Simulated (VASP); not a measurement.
# W (P6_3/mmc) in VASP: further runs

The runs below take W through single point, relaxation of cell and atoms, with PBE.

Program: VASP 6.6.1. These are calculated values, not measurements. Logs are shortened: lines on timing, memory, paths and dates and some standing lists are left out, and cuts for length are marked.

### Step 1. The cell of the first run

The structure is hexagonal, space group P6_3/mmc (No. 194). The conventional cell has a = 3.567 Å, b = 3.567 Å, c = 5.885 Å, α = 90.00°, β = 90.00°, γ = 120.00°. W (site symmetry 3m) has 4 W at 2.19 to 2.21 Å within 2.9 Å.

### Step 2. Single point, PBE

File INCAR:

```
ALGO = Fast
EDIFF = 1E-7
ENCUT = 520
GGA = PE
ISIF = 2
ISMEAR = 0
LASPH = True
LCHARG = False
LREAL = False
LWAVE = False
NBANDS = 36
NELM = 80
PREC = Accurate
SIGMA = 0.1
```

File KPOINTS:

```
k-points
0
Gamma
  6 6 4
```

File POSCAR:

```
W
1.0
    3.5666650252      0.0000000000      0.0000000000
   -1.7833325126      3.0888225186      0.0000000000
    0.0000000000      0.0000000000      5.8849972916
W
4
Direct
    0.3333333333      0.6666666667      0.4375000000
    0.6666666667      0.3333333333      0.9375000000
    0.6666666667      0.3333333333      0.5625000000
    0.3333333333      0.6666666667      0.0625000000
```

Potentials or basis: VASP PAW PBE potentials, release 64 (W_sv).

Run with:

```
$ cat potpaw_PBE.64/W_sv/POTCAR > POTCAR
$ mpirun -np 1 vasp_std > vasp.out
```

OUTCAR:

```text
EDIFF = 1E-7
   ENCUT = 520
   GGA = PE
   ISIF = 2
   ISMEAR = 0
   LASPH = True
   LREAL = False
   NELM = 80
   PREC = Accurate

 ion  position               nearest neighbor table
   1  0.333  0.667  0.438-   3 2.19   3 2.19   3 2.19   4 2.21
   2  0.667  0.333  0.938-   4 2.19   4 2.19   4 2.19   3 2.21
   3  0.667  0.333  0.562-   1 2.19   1 2.19   1 2.19   2 2.21
   4  0.333  0.667  0.062-   2 2.19   2 2.19   2 2.19   1 2.21

  LATTYP: Found a hexagonal cell.
 ALAT       =     3.5666650252
 C/A-ratio  =     1.6500000000

  Lattice vectors:

 A1 = (   3.5666650252,   0.0000000000,   0.0000000000)
 A2 = (  -1.7833325126,   3.0888225186,   0.0000000000)
 A3 = (   0.0000000000,   0.0000000000,   5.8849972916)

Analysis of symmetry for initial positions (statically):
=====================================================================
 Subroutine PRICEL returns:
 Original cell was already a primitive cell.

 Routine SETGRP: Setting up the symmetry group for a
 hexagonal supercell.

 Subroutine GETGRP returns: Found 24 space group operations
 (whereof 12 operations were pure point group operations)
 out of a pool of 24 trial point group operations.

The static configuration has the point symmetry D_3d.
 The point group associated with its full space group is D_6h.

Analysis of symmetry for dynamics (positions and initial velocities):
=====================================================================
 Subroutine PRICEL returns:
 Original cell was already a primitive cell.

 Routine SETGRP: Setting up the symmetry group for a
 hexagonal supercell.

 Subroutine GETGRP returns: Found 24 space group operations
 (whereof 12 operations were pure point group operations)
 out of a pool of 24 trial point group operations.

The dynamic configuration has the point symmetry D_3d.
 The point group associated with its full space group is D_6h.

 Subroutine INISYM returns: Found 24 space group operations
 (whereof 12 operations are pure point group operations),
 and found     1 'primitive' translations

----------------------------------------------------------------------------------------

                                     Primitive cell

  volume of cell :      64.8338

  direct lattice vectors                    reciprocal lattice vectors
     3.566665025  0.000000000  0.000000000     0.280373961  0.161873982  0.000000000
    -1.783332513  3.088822519  0.000000000     0.000000000  0.323747963  0.000000000
     0.000000000  0.000000000  5.884997292     0.000000000  0.000000000  0.169923613

  length of vectors
     3.566665025  3.566665025  5.884997292     0.323747963  0.323747963  0.169923613

  position of ions in fractional coordinates (direct lattice)
     0.333333333  0.666666667  0.437500000
     0.666666667  0.333333333  0.937500000
     0.666666667  0.333333333  0.562500000
     0.333333333  0.666666667  0.062500000

  ion indices of the primitive-cell ions
   primitive index   ion index
                 1           1
                 2           2
                 3           3
                 4           4

----------------------------------------------------------------------------------------

 KPOINTS: k-points

Automatic generation of k-mesh.
 Grid dimensions read from file:
 generate k-points for:    6    6    4

 Generating k-lattice:

  Cartesian coordinates                     Fractional coordinates (reciprocal lattice)
     0.046728993  0.026978997  0.000000000     0.166666667 -0.000000000  0.000000000
     0.000000000  0.053957994  0.000000000     0.000000000  0.166666667  0.000000000
     0.000000000  0.000000000  0.042480903     0.000000000  0.000000000  0.250000000

  Length of vectors
     0.053957994  0.053957994  0.042480903

  Shift w.r.t. Gamma in fractional coordinates (k-lattice)
     0.000000000  0.000000000  0.000000000

 Subroutine IBZKPT returns following result:
 ===========================================

 Found     21 irreducible k-points:

 Following reciprocal coordinates:
            Coordinates               Weight
  0.000000  0.000000  0.000000      1.000000
  0.166667  0.000000  0.000000      6.000000
  0.333333  0.000000  0.000000      6.000000
  0.500000  0.000000  0.000000      3.000000
  0.166667  0.166667  0.000000      6.000000
  0.333333  0.166667  0.000000     12.000000
[... 13 lines left out ...]
  0.333333  0.166667  0.500000     12.000000
  0.333333  0.333333  0.500000      2.000000
   k-points           NKPTS =     21   k-points in BZ     NKDIM =     21   number of bands    NBANDS=     36
   number of dos      NEDOS =    301   number of ions     NIONS =      4
   total plane-waves  NPLWV =  37632
   dimension x,y,z NGX =    28 NGY =   28 NGZ =   48
   dimension x,y,z NGXF=    56 NGYF=   56 NGZF=   96
   ions per type =               4
   NGX,Y,Z   is equivalent  to a cutoff of  13.05, 13.05, 13.56 a.u.
   NGXF,Y,Z  is equivalent  to a cutoff of  26.10, 26.10, 27.12 a.u.
 SYSTEM =  unknown system
   PREC   = accura    normal or accurate (medium, high low for compatibility)
   ISTART =      0    job   : 0-new  1-cont  2-samecut
   ICHARG =      2    charge: 1-file 2-atom 10-const
   ISPIN  =      1    spin polarized calculation?
   LNONCOLLINEAR =      F non collinear calculations
   LSORBIT =      F    spin-orbit coupling
   LASPH  =      T    aspherical Exc in radial PAW
   ENCUT  =  520.0 eV  38.22 Ry    6.18 a.u.   6.63  6.63 10.94*2*pi/ulx,y,z
   NELM   =     80;   NELMIN=  2; NELMDL= -5     # of ELM steps
   EDIFF  = 0.1E-06   stopping-criterion for ELM
   LREAL  =      F    real-space projection
   EDIFFG = 0.1E-05   stopping-criterion for IOM
   NSW    =      0    number of steps for IOM
   IBRION =     -1    ionic relax: 0-MD 1-quasi-New 2-CG
   NFREE  =      0    steps in history (QN), initial steepest desc. (CG)
   ISIF   =      2    stress and relaxation
   ISYM   =      2    0-nonsym 1-usesym 2-fastsym
   POTIM  = 0.5000    time-step for ionic-motion
   TEBEG  =    0.0;   TEEND  =   0.0 temperature during run
   PSTRESS=    0.0 pullay stress
   NELECT =      56.0000    total number of electrons
   NUPDOWN=      -1.0000    fix difference up-down
   EMIN   =  10.00;   EMAX   =-10.00  energy-range for DOS
   EFERMI =   0.00;   METHOD = LEGACY
   ISMEAR =     0;   SIGMA  =   0.10  broadening in eV -4-tet -1-fermi 0-gaus
   EFERMI_NEDOS =   21; number of points for ismear=-14 and -15
   IALGO  =     68    algorithm
   IMIX   =      4    mixing-type and parameters
     AMIX     =   0.40;   BMIX     =  1.00
     AMIX_MAG =   1.60;   BMIX_MAG =  1.00
  volume/ion in A,a.u.               =      16.21       109.38
  Fermi-wavevector in a.u.,A,eV,Ry     =   1.559087  2.946247 33.072389  2.430752
  Thomas-Fermi vector in A             =   2.662497
   LORBIT       =      0    0 simple, 1 ext, 2 COOP (PROOUT), +10 PAW based schemes
   GGA     = PE    functional components
   LHFCALC =     F    Hartree Fock is set to
   AEXX    =    0.0000 exact exchange contribution
   IVDW    =     0    specifies the selected vdW correction
   LEPSILON=     F    determine dielectric tensor
   LRPA    =     F    only Hartree local field effects (RPA)
 non-spin polarized calculation
 RMM-DIIS sequential band-by-band and
 Gauss-broadening in eV      SIGMA  =   0.10
  energy-cutoff  :      520.00
  volume of cell :       64.83
 maximum number of plane-waves:      1786
 NGX is ok and might be reduce to    28
   NGX = 13   NGY = 13   NGZ = 21

 number of electron      56.0000007 magnetization

 Free energy of the ion-electron system (eV)
  ---------------------------------------------------
  ext. energy  EPLUGINS =         0.00000000
  ---------------------------------------------------
  free energy    TOTEN  =       -32.41439930 eV

  energy without entropy =      -32.40017754  energy(sigma->0) =      -32.40728842

 E-fermi :  10.5011     XC(G=0): -12.9764

 val. band max:       10.4864064872   @ k =   0.3333   0.1667   0.0000
 cond. band min:      10.5538883486   @ k =   0.3333   0.0000   0.2500
 fundamental gap:      0.0674818615
 Fermi energy:        10.5010826423

 k-point     1 :       0.0000    0.0000    0.0000
  band No.  band energies     occupation
      1     -63.2598      2.00000
      2     -62.9425      2.00000
      3     -62.1698      2.00000
      4     -61.8215      2.00000
      5     -28.8591      2.00000
      6     -28.8591      2.00000
[... 28 lines left out ...]
     35      16.9756      0.00000
     36      16.9767      0.00000

 k-point     2 :       0.1667    0.0000    0.0000
  band No.  band energies     occupation
      1     -63.1981      2.00000
      2     -62.8792      2.00000
      3     -62.2370      2.00000
      4     -61.8908      2.00000
      5     -29.0846      2.00000
      6     -28.9479      2.00000
[... 28 lines left out ...]
     35      15.0591      0.00000
     36      15.9835      0.00000

 k-point     3 :       0.3333    0.0000    0.0000
  band No.  band energies     occupation
      1     -63.0373      2.00000
      2     -62.7143      2.00000
      3     -62.4085      2.00000
      4     -62.0677      2.00000
      5     -29.2433      2.00000
      6     -29.1089      2.00000
[... 28 lines left out ...]
     35      14.5045      0.00000
     36      14.6584      0.00000
[... 625 lines left out ...]
 k-point    20 :       0.3333    0.1667    0.5000
  band No.  band energies     occupation
      1     -62.8071      2.00000
      2     -62.8071      2.00000
      3     -62.3125      2.00000
      4     -62.3125      2.00000
      5     -29.1385      2.00000
      6     -29.1385      2.00000
[... 28 lines left out ...]
     35      15.6605      0.00000
     36      15.6626      0.00000

 k-point    21 :       0.3333    0.3333    0.5000
  band No.  band energies     occupation
      1     -62.7264      2.00000
      2     -62.7264      2.00000
      3     -62.3961      2.00000
      4     -62.3961      2.00000
      5     -29.2344      2.00000
      6     -29.2344      2.00000
[... 28 lines left out ...]
     35      15.7913      0.00000
     36      15.8341      0.00000

------------------------ aborting loop because EDIFF is reached ----------------------------------------

  FORCE on cell =-STRESS in cart. coord.  units (eV):
  Direction    XX          YY          ZZ          XY          YZ          ZX
  --------------------------------------------------------------------------------------
  -------------------------------------------------------------------------------------
  Total       48.9748654     48.9748654     49.3543206      0.0000000      0.0000000      0.0000000
  in kB     1210.2700558   1210.2700557   1219.6471773      0.0000000      0.0000000      0.0000000
  external PRESSURE =    1213.3957629 kB  Pullay stress =       0.0000000 kB

 VOLUME and BASIS-vectors are now :
 -----------------------------------------------------------------------------
  energy-cutoff  :      520.00
  volume of cell :       64.83
      direct lattice vectors                 reciprocal lattice vectors
     3.566665025  0.000000000  0.000000000     0.280373961  0.161873982  0.000000000
    -1.783332513  3.088822519  0.000000000     0.000000000  0.323747963  0.000000000
     0.000000000  0.000000000  5.884997292     0.000000000  0.000000000  0.169923613

 POSITION                                       TOTAL-FORCE (eV/Angst)
 -----------------------------------------------------------------------------------
     -0.00000      2.05922      2.57469         0.000000      0.000000     -1.973783
      1.78333      1.02961      5.51718         0.000000      0.000000     -1.973783
      1.78333      1.02961      3.31031        -0.000000     -0.000000      1.973783
     -0.00000      2.05922      0.36781         0.000000     -0.000000      1.973783
 -----------------------------------------------------------------------------------
    total drift:                                0.000000     -0.000000      0.000000

  FREE ENERGIE OF THE ION-ELECTRON SYSTEM (eV)
  ---------------------------------------------------
  free  energy   TOTEN  =       -32.4143992965 eV

  energy  without entropy=      -32.4001775428  energy(sigma->0) =      -32.40728842
```

Run time: 58 s. Hardware: 1 thread of Intel Xeon Platinum 8259CL at 2.50GHz (Skylake/Cascade Lake), shared host; peak memory 0.19 GiB.

What came out:

| Quantity | Value |
| --- | --- |
| Free energy | -32.4144 eV |
| Pressure | 121.3 GPa |
| Largest force | 1.974 eV/Å |
| Band gap on the k mesh | zero (band 28 reaches 11.03 eV, above the bottom of band 29 at 9.82 eV) |

Forces on the atoms (eV/Å):
```
W    0.000  0.000 -1.974
W    0.000  0.000 -1.974
W    0.000  0.000  1.974
W    0.000  0.000  1.974
```

Caveat: spin-orbit coupling is left out, which moves the levels of the heavy elements; forces of over 1 eV/Å act on the atoms, so gaps and moduli don't describe the material at rest.

### Step 3. Single point, PBE

This run uses another cell than the first one, of 16.97 Å³/atom, 1.047 times its volume.

File INCAR:

```
PREC = Accurate
ENCUT = 520
EDIFF = 1E-7
ISMEAR = 0
SIGMA = 0.1
LREAL = False
LASPH = True
NELM = 60
ALGO = Fast
ISIF = 2
LWAVE = False
LCHARG = True
GGA = PE
LELF = True
LVHAR = True
NBANDS = 36
```

File KPOINTS:

```
Automatic mesh
0
Gamma
  6 6 4
```

File POSCAR:

```
W
1.0
    2.7733915374      0.0000000000      0.0000000000
   -1.3866957687      2.4018275260      0.0000000000
    0.0000000000      0.0000000000     10.1920557088
W
4
Direct
    0.3333333333      0.6666666667      0.3811494976
    0.6666666667      0.3333333333      0.8811494976
    0.6666666667      0.3333333333      0.6188505024
    0.3333333333      0.6666666667      0.1188505024
```

Potentials or basis: VASP PAW PBE potentials, release 64 (W_sv).

Run with:

```
$ cat potpaw_PBE.64/W_sv/POTCAR > POTCAR
$ mpirun -np 1 vasp_std > vasp.out
```

OUTCAR:

```text
PREC = Accurate
   ENCUT = 520
   EDIFF = 1E-7
   ISMEAR = 0
   LREAL = False
   LASPH = True
   NELM = 60
   ISIF = 2
   GGA = PE

 ion  position               nearest neighbor table
   1  0.333  0.667  0.381-   4 2.67   3 2.90   3 2.90   3 2.90
   2  0.667  0.333  0.881-   3 2.67   4 2.90   4 2.90   4 2.90
   3  0.667  0.333  0.619-   2 2.67   1 2.90   1 2.90   1 2.90
   4  0.333  0.667  0.119-   1 2.67   2 2.90   2 2.90   2 2.90

  LATTYP: Found a hexagonal cell.
 ALAT       =     2.7733915374
 C/A-ratio  =     3.6749429611

  Lattice vectors:

 A1 = (   2.7733915374,   0.0000000000,   0.0000000000)
 A2 = (  -1.3866957687,   2.4018275260,   0.0000000000)
 A3 = (   0.0000000000,   0.0000000000,  10.1920557088)

Analysis of symmetry for initial positions (statically):
=====================================================================
 Subroutine PRICEL returns:
 Original cell was already a primitive cell.

 Routine SETGRP: Setting up the symmetry group for a
 hexagonal supercell.

 Subroutine GETGRP returns: Found 24 space group operations
[... 168 lines left out ...]

 E-fermi :  10.4881     XC(G=0): -13.1904

 val. band max:       10.4659202068   @ k =   0.3333   0.0000   0.2500
 cond. band min:      10.5577941448   @ k =   0.5000   0.0000   0.5000
 fundamental gap:      0.0918739380
 Fermi energy:        10.4881304237

 k-point     1 :       0.0000    0.0000    0.0000
  band No.  band energies     occupation
      1     -63.6055      2.00000
      2     -63.5646      2.00000
      3     -63.5635      2.00000
      4     -63.5223      2.00000
      5     -28.4333      2.00000
      6     -27.9425      2.00000
[... 808 lines left out ...]
     35      14.8182      0.00000
     36      14.8183      0.00000

------------------------ aborting loop because EDIFF is reached ----------------------------------------

  FORCE on cell =-STRESS in cart. coord.  units (eV):
  Direction    XX          YY          ZZ          XY          YZ          ZX
  --------------------------------------------------------------------------------------
  -------------------------------------------------------------------------------------
  Total        0.1704410      0.1704410      0.4162961      0.0000000      0.0000000      0.0000000
  in kB        4.0222569      4.0222569      9.8242213      0.0000000      0.0000000      0.0000000
  external PRESSURE =       5.9562450 kB  Pullay stress =       0.0000000 kB

 VOLUME and BASIS-vectors are now :
 -----------------------------------------------------------------------------
  energy-cutoff  :      520.00
  volume of cell :       67.89
      direct lattice vectors                 reciprocal lattice vectors
     2.773391537  0.000000000  0.000000000     0.360569356  0.208174815  0.000000000
    -1.386695769  2.401827526  0.000000000     0.000000000  0.416349629  0.000000000
     0.000000000  0.000000000 10.192055709     0.000000000  0.000000000  0.098115633

 POSITION                                       TOTAL-FORCE (eV/Angst)
 -----------------------------------------------------------------------------------
     -0.00000      1.60122      3.88470        -0.000000     -0.000000      0.018043
      1.38670      0.80061      8.98072        -0.000000      0.000000      0.018043
      1.38670      0.80061      6.30736        -0.000000      0.000000     -0.018043
     -0.00000      1.60122      1.21133         0.000000     -0.000000     -0.018043
 -----------------------------------------------------------------------------------
    total drift:                               -0.000000      0.000000     -0.000000

  FREE ENERGIE OF THE ION-ELECTRON SYSTEM (eV)
  ---------------------------------------------------
  free  energy   TOTEN  =       -48.1804798694 eV

  energy  without entropy=      -48.1638248489  energy(sigma->0) =      -48.17215236
```

OSZICAR:

```text
N       E                     dE             d eps       ncg     rms          rms(c)
DAV:   1     0.721833076716E+03    0.72183E+03   -0.33418E+04  1512   0.182E+03
DAV:   2    -0.136094082797E+02   -0.73544E+03   -0.72119E+03  1604   0.572E+02
DAV:   3    -0.491492759131E+02   -0.35540E+02   -0.34151E+02  1744   0.122E+02
DAV:   4    -0.503267460597E+02   -0.11775E+01   -0.11473E+01  1840   0.189E+01
DAV:   5    -0.503470623796E+02   -0.20316E-01   -0.20250E-01  1740   0.253E+00    0.370E+01
RMM:   6    -0.485787608805E+02    0.17683E+01   -0.25699E+00  1565   0.979E+00    0.155E+01
RMM:   7    -0.481765743495E+02    0.40219E+00   -0.19801E+00  1663   0.816E+00    0.122E+00
RMM:   8    -0.481776533185E+02   -0.10790E-02   -0.17188E-01  1924   0.202E+00    0.484E-01
RMM:   9    -0.481801543676E+02   -0.25010E-02   -0.44000E-02  1945   0.989E-01    0.379E-01
RMM:  10    -0.481803353987E+02   -0.18103E-03   -0.72437E-03  1933   0.464E-01    0.548E-02
RMM:  11    -0.481804686875E+02   -0.13329E-03   -0.16764E-03  2191   0.213E-01    0.112E-02
RMM:  12    -0.481804758582E+02   -0.71707E-05   -0.13331E-04  2067   0.586E-02    0.309E-03
RMM:  13    -0.481804795321E+02   -0.36739E-05   -0.28792E-05  2152   0.275E-02    0.306E-03
RMM:  14    -0.481804795678E+02   -0.35644E-07   -0.34875E-06  1906   0.943E-03    0.256E-03
RMM:  15    -0.481804798861E+02   -0.31832E-06   -0.10666E-06  1511   0.441E-03    0.444E-04
RMM:  16    -0.481804798694E+02    0.16707E-07   -0.14945E-07  1217   0.194E-03
   1 F= -.48180480E+02 E0= -.48172152E+02  d E =-.166550E-01
```

It took 71 s on 1 thread of Intel Xeon Platinum 8259CL at 2.50GHz (Skylake/Cascade Lake), shared host; peak memory 0.21 GiB.

What came out:

```yaml
Free_energy: -48.1805 eV
Pressure: 0.6 GPa
Largest_force: 0.018 eV/Å
Band_gap_on_the_k_mesh: zero (band 28 reaches 11.40 eV, above the bottom of band 29 at 9.99 eV)
```

Forces on the atoms (eV/Å):
```
W    0.000  0.000  0.018
W    0.000  0.000  0.018
W    0.000  0.000 -0.018
W    0.000  0.000 -0.018
```

Levels at points of the mesh, in eV from the Fermi level:
| k point | band 26 | band 27 | band 28 | band 29 | band 30 | band 31 |
| --- | --- | --- | --- | --- | --- | --- |
| (0.00, 0.00, 0.00) | -0.86 | -0.61 | -0.61 | -0.49 | -0.49 | -0.20 |
| (0.50, 0.00, 0.00) | -1.30 | -0.38 | 0.91 | 1.08 | 1.71 | 2.81 |
| (0.00, 0.00, 0.50) | -0.76 | -0.76 | -0.76 | -0.34 | -0.34 | -0.34 |
| (0.50, 0.00, 0.50) | -0.56 | 0.07 | 0.07 | 0.70 | 0.70 | 3.16 |

Caveat: the k points lie up to 0.44 Å⁻¹ apart; spin-orbit coupling is left out, which moves the levels of the heavy elements.

[end of part 1 of 2]
